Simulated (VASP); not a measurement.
Here is a VASP 6.6.1 calculation.

File INCAR:

```
SYSTEM = Nb
  PREC = Accurate
  ENCUT = 520
  EDIFF = 1E-6
  ISMEAR = 0
  SIGMA = 0.1
  LREAL = .False.
  LASPH = .True.
  NELM = 100
  ALGO = Normal
  ISIF = 2
  LWAVE = .False.
  LCHARG = .False.
  GGA = PE
  NBANDS = 12
```

File KPOINTS:

```
regular mesh
0
Gamma
  18 18 18
  0 0 0
```

File POSCAR:

```
Nb
1.0
   -1.6217616197      1.6217616197      1.6217616197
    1.6217616197     -1.6217616197      1.6217616197
    1.6217616197      1.6217616197     -1.6217616197
Nb
1
Direct
    0.0000000000      0.0000000000      0.0000000000
```

Potentials or basis: VASP PAW PBE potentials, release 64 (Nb_sv).

Run with:

```sh
$ cat potpaw_PBE.64/Nb_sv/POTCAR > POTCAR
$ mpirun -np 1 vasp_std > vasp.out
```

(1) Predict the band gap on the k mesh.

(2) Estimate the pressure.

Results:

(1) zero (an odd number of electrons rules out a gap without spin polarisation).

(2) 11.3 GPa.

Caveat: the cell stands under pressure.
